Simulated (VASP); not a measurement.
# Ru in VASP: single point with PBE

Aim: the single point of Ru with PBE.

All numbers are computed with VASP 6.6.1; they aren't measurements. Logs are shortened: lines on timing, memory, paths and dates and some standing lists are left out, and cuts for length are marked.

**1. The cell of the first run**

The typed cell holds 1 atom: a = 2.633 Å, b = 2.633 Å, c = 3.040 Å, α = 54.73°, β = 54.73°, γ = 70.53°.

This isn't the form of Ru at room conditions, which is hcp.

**2. Single point, PBE**

INCAR

```
SYSTEM = Ru
ALGO = Fast
EDIFF = 1E-7
ENCUT = 520
GGA = PE
ISIF = 2
ISMEAR = 0
LASPH = .True.
LCHARG = .False.
LREAL = .False.
LWAVE = .False.
NBANDS = 13
NELM = 80
PREC = Accurate
SIGMA = 0.15
```

KPOINTS

```
k-points
0
Gamma
  24 24 24
  0 0 0
```

POSCAR

```
Ru
1.0
    0.0000000000      2.1496230338      1.5197834849
    2.1496230338      0.0000000000      1.5197834849
    2.1496230338      2.1496230338      0.0000000000
Ru
1
Direct
    0.0000000000      0.0000000000      0.0000000000
```

Potentials or basis: VASP PAW PBE potentials, release 64 (Ru_pv).

Started as:

```console
> cat potpaw_PBE.64/Ru_pv/POTCAR > POTCAR
> mpirun -np 1 vasp_std > vasp.out
```

OUTCAR:

```text
SYSTEM = Ru
   EDIFF = 1E-7
   ENCUT = 520
   GGA = PE
   ISIF = 2
   ISMEAR = 0
   LASPH = .True.
   LREAL = .False.
   NELM = 80
   PREC = Accurate

 ion  position               nearest neighbor table
   1  0.000  0.000  0.000-

  LATTYP: Found a body centered tetragonal cell.
 ALAT       =     3.0400260484
 C/A-ratio  =     0.9998489886

  Lattice vectors:

 A1 = (   0.0000000000,  -2.1496230338,  -1.5197834849)
 A2 = (   0.0000000000,   2.1496230338,  -1.5197834849)
 A3 = (   2.1496230338,   0.0000000000,   1.5197834849)

Analysis of symmetry for initial positions (statically):
=====================================================================
 Subroutine PRICEL returns:
 Original cell was already a primitive cell.

 Routine SETGRP: Setting up the symmetry group for a
 body centered tetragonal supercell.

 Subroutine GETGRP returns: Found 16 space group operations
 (whereof 16 operations were pure point group operations)
 out of a pool of 16 trial point group operations.

The static configuration has the point symmetry D_4h.

Analysis of symmetry for dynamics (positions and initial velocities):
=====================================================================
 Subroutine PRICEL returns:
 Original cell was already a primitive cell.

 Routine SETGRP: Setting up the symmetry group for a
 body centered tetragonal supercell.

 Subroutine GETGRP returns: Found 16 space group operations
 (whereof 16 operations were pure point group operations)
 out of a pool of 16 trial point group operations.

The dynamic configuration has the point symmetry D_4h.

 Subroutine INISYM returns: Found 16 space group operations
 (whereof 16 operations are pure point group operations),
 and found     1 'primitive' translations

----------------------------------------------------------------------------------------

                                     Primitive cell

  volume of cell :      14.0455

  direct lattice vectors                    reciprocal lattice vectors
     0.000000000  2.149623034  1.519783485    -0.232598922  0.232598922  0.328994232
     2.149623034  0.000000000  1.519783485     0.232598922 -0.232598922  0.328994232
     2.149623034  2.149623034  0.000000000     0.232598922  0.232598922 -0.328994232

  length of vectors
     2.632607268  2.632607268  3.040026048     0.465232975  0.465232975  0.465232975

  position of ions in fractional coordinates (direct lattice)
     0.000000000  0.000000000  0.000000000

  ion indices of the primitive-cell ions
   primitive index   ion index
                 1           1

----------------------------------------------------------------------------------------

 KPOINTS: k-points

Automatic generation of k-mesh.
 Grid dimensions read from file:
 generate k-points for:   24   24   24

 Generating k-lattice:

  Cartesian coordinates                     Fractional coordinates (reciprocal lattice)
    -0.009691622  0.009691622  0.013708093     0.041666667 -0.000000000  0.000000000
     0.009691622 -0.009691622  0.013708093    -0.000000000  0.041666667  0.000000000
     0.009691622  0.009691622 -0.013708093     0.000000000  0.000000000  0.041666667

  Length of vectors
     0.019384707  0.019384707  0.019384707

  Shift w.r.t. Gamma in fractional coordinates (k-lattice)
     0.000000000  0.000000000  0.000000000

 Subroutine IBZKPT returns following result:
 ===========================================

 Found   1063 irreducible k-points:

 Following reciprocal coordinates:
            Coordinates               Weight
  0.000000  0.000000  0.000000      1.000000
  0.041667  0.000000  0.000000      8.000000
  0.083333 -0.000000  0.000000      8.000000
  0.125000  0.000000  0.000000      8.000000
  0.166667 -0.000000  0.000000      8.000000
  0.208333 -0.000000  0.000000      8.000000
[... 16 lines left out ...]
  0.416667  0.041667  0.000000      8.000000
  0.458333  0.041667  0.000000      8.000000
 [... further k-points ...]
   k-points           NKPTS =   1063   k-points in BZ     NKDIM =   1063   number of bands    NBANDS=     13
   number of dos      NEDOS =    301   number of ions     NIONS =      1
   total plane-waves  NPLWV =   9600
   dimension x,y,z NGX =    20 NGY =   20 NGZ =   24
   dimension x,y,z NGXF=    40 NGYF=   40 NGZF=   48
   ions per type =               1
   NGX,Y,Z   is equivalent  to a cutoff of  12.63, 12.63, 13.12 a.u.
   NGXF,Y,Z  is equivalent  to a cutoff of  25.26, 25.26, 26.25 a.u.
 SYSTEM =  Ru
   PREC   = accura    normal or accurate (medium, high low for compatibility)
   ISTART =      0    job   : 0-new  1-cont  2-samecut
   ICHARG =      2    charge: 1-file 2-atom 10-const
   ISPIN  =      1    spin polarized calculation?
   LNONCOLLINEAR =      F non collinear calculations
   LSORBIT =      F    spin-orbit coupling
   LASPH  =      T    aspherical Exc in radial PAW
   ENCUT  =  520.0 eV  38.22 Ry    6.18 a.u.   4.89  4.89  5.65*2*pi/ulx,y,z
   NELM   =     80;   NELMIN=  2; NELMDL= -5     # of ELM steps
   EDIFF  = 0.1E-06   stopping-criterion for ELM
   LREAL  =      F    real-space projection
   EDIFFG = 0.1E-05   stopping-criterion for IOM
   NSW    =      0    number of steps for IOM
   IBRION =     -1    ionic relax: 0-MD 1-quasi-New 2-CG
   NFREE  =      0    steps in history (QN), initial steepest desc. (CG)
   ISIF   =      2    stress and relaxation
   ISYM   =      2    0-nonsym 1-usesym 2-fastsym
   POTIM  = 0.5000    time-step for ionic-motion
   TEBEG  =    0.0;   TEEND  =   0.0 temperature during run
   PSTRESS=    0.0 pullay stress
   NELECT =      14.0000    total number of electrons
   NUPDOWN=      -1.0000    fix difference up-down
   EMIN   =  10.00;   EMAX   =-10.00  energy-range for DOS
   EFERMI =   0.00;   METHOD = LEGACY
   ISMEAR =     0;   SIGMA  =   0.15  broadening in eV -4-tet -1-fermi 0-gaus
   EFERMI_NEDOS =   21; number of points for ismear=-14 and -15
   IALGO  =     68    algorithm
   IMIX   =      4    mixing-type and parameters
     AMIX     =   0.40;   BMIX     =  1.00
     AMIX_MAG =   1.60;   BMIX_MAG =  1.00
  volume/ion in A,a.u.               =      14.05        94.78
  Fermi-wavevector in a.u.,A,eV,Ry     =   1.635330  3.090326 36.386117  2.674304
  Thomas-Fermi vector in A             =   2.726821
   LORBIT       =      0    0 simple, 1 ext, 2 COOP (PROOUT), +10 PAW based schemes
   GGA     = PE    functional components
   LHFCALC =     F    Hartree Fock is set to
   AEXX    =    0.0000 exact exchange contribution
   IVDW    =     0    specifies the selected vdW correction
   LEPSILON=     F    determine dielectric tensor
   LRPA    =     F    only Hartree local field effects (RPA)
 non-spin polarized calculation
 RMM-DIIS sequential band-by-band and
 Gauss-broadening in eV      SIGMA  =   0.15
  energy-cutoff  :      520.00
  volume of cell :       14.05
 maximum number of plane-waves:       394
   NGX =  9   NGY =  9   NGZ = 11

 number of electron      13.9999998 magnetization

 Free energy of the ion-electron system (eV)
  ---------------------------------------------------
  ext. energy  EPLUGINS =         0.00000000
  ---------------------------------------------------
  free energy    TOTEN  =        -8.61834500 eV

  energy without entropy =       -8.59698539  energy(sigma->0) =       -8.60766520

 E-fermi :  12.3891     XC(G=0): -13.8986

 val. band max:       12.3888569054   @ k =  -0.4583   0.0833   0.4583
 cond. band min:      12.3902494341   @ k =  -0.4583   0.0833   0.1667
 fundamental gap:      0.0013925287
 Fermi energy:        12.3890728162

 k-point     1 :       0.0000    0.0000    0.0000
  band No.  band energies     occupation
      1     -30.1735      2.00000
      2     -30.1735      2.00000
      3     -30.1734      2.00000
      4       4.4443      2.00000
      5       9.6065      2.00000
      6       9.6080      2.00000
      7       9.6080      2.00000
      8      12.2958      1.62090
      9      12.2976      1.61179
     10      22.9339      0.00000
     11      29.5340      0.00000
     12      29.5340      0.00000
     13      29.5370      0.00000

 k-point     2 :       0.0417    0.0000    0.0000
  band No.  band energies     occupation
      1     -30.1908      2.00000
      2     -30.1791      2.00000
      3     -30.1735      2.00000
      4       4.5208      2.00000
      5       9.5720      2.00000
      6       9.6062      2.00000
      7       9.6724      2.00000
      8      12.2491      1.81295
      9      12.2983      1.60815
     10      22.9338      0.00000
     11      29.5788      0.00000
     12      29.6207      0.00000
     13      29.6523      0.00000

 k-point     3 :       0.0833   -0.0000    0.0000
  band No.  band energies     occupation
      1     -30.2414      2.00000
      2     -30.1953      2.00000
      3     -30.1737      2.00000
      4       4.7448      2.00000
      5       9.4701      2.00000
      6       9.5972      2.00000
      7       9.8661      2.00000
      8      12.1242      1.98749
      9      12.3052      1.57071
     10      22.9338      0.00000
     11      29.6854      0.00000
     12      29.8333      0.00000
     13      30.0021      0.00000
[... 305 lines left out ...]
 k-point    23 :       0.4167    0.0417    0.0000
  band No.  band energies     occupation
      1     -31.0738      2.00000
      2     -30.4776      2.00000
      3     -30.1888      2.00000
      4       6.4337      2.00000
      5       8.0412      2.00000
      6      11.6307      2.00000
      7      12.2934      1.63282
      8      13.5443      0.00000
      9      14.2765      0.00000
     10      22.9310      0.00000
     11      23.7220      0.00000
     12      26.5574      0.00000
     13      31.3801      0.00000

 k-point    24 :       0.4583    0.0417    0.0000
  band No.  band energies     occupation
      1     -31.1196      2.00000
      2     -30.4932      2.00000
      3     -30.1888      2.00000
      4       6.3520      2.00000
      5       7.9671      2.00000
      6      11.9293      1.99999
      7      12.2662      1.75338
      8      14.0464      0.00000
      9      14.6471      0.00000
     10      22.8307      0.00000
     11      22.9585      0.00000
     12      26.2680      0.00000
     13      30.7383      0.00000

 [... further k-points ...]

------------------------ aborting loop because EDIFF is reached ----------------------------------------

  FORCE on cell =-STRESS in cart. coord.  units (eV):
  Direction    XX          YY          ZZ          XY          YZ          ZX
  --------------------------------------------------------------------------------------
  -------------------------------------------------------------------------------------
  Total        0.3306222      0.3306222      0.3258242      0.0000000     -0.0000000      0.0000000
  in kB       37.7143228     37.7143228     37.1670094      0.0000000     -0.0000000      0.0000000
  external PRESSURE =      37.5318850 kB  Pullay stress =       0.0000000 kB

 VOLUME and BASIS-vectors are now :
 -----------------------------------------------------------------------------
  energy-cutoff  :      520.00
  volume of cell :       14.05
      direct lattice vectors                 reciprocal lattice vectors
     0.000000000  2.149623034  1.519783485    -0.232598922  0.232598922  0.328994232
     2.149623034  0.000000000  1.519783485     0.232598922 -0.232598922  0.328994232
     2.149623034  2.149623034  0.000000000     0.232598922  0.232598922 -0.328994232

 POSITION                                       TOTAL-FORCE (eV/Angst)
 -----------------------------------------------------------------------------------
      0.00000      0.00000      0.00000        -0.000000     -0.000000      0.000000
 -----------------------------------------------------------------------------------
    total drift:                                0.000000     -0.000000      0.000000

  FREE ENERGIE OF THE ION-ELECTRON SYSTEM (eV)
  ---------------------------------------------------
  free  energy   TOTEN  =        -8.6183450000 eV

  energy  without entropy=       -8.5969853949  energy(sigma->0) =       -8.60766520
```

Run time: 1.9 min. Hardware: 1 thread of Intel Xeon Platinum 8488C (Sapphire Rapids), shared host; peak memory 0.29 GiB.

Results:

```
Free energy            : -8.6183 eV
Pressure               : 3.8 GPa
Band gap on the k mesh : zero (bands 7 and 8 overlap by 3.62 eV)
```

Caveat: the cell stands under pressure.
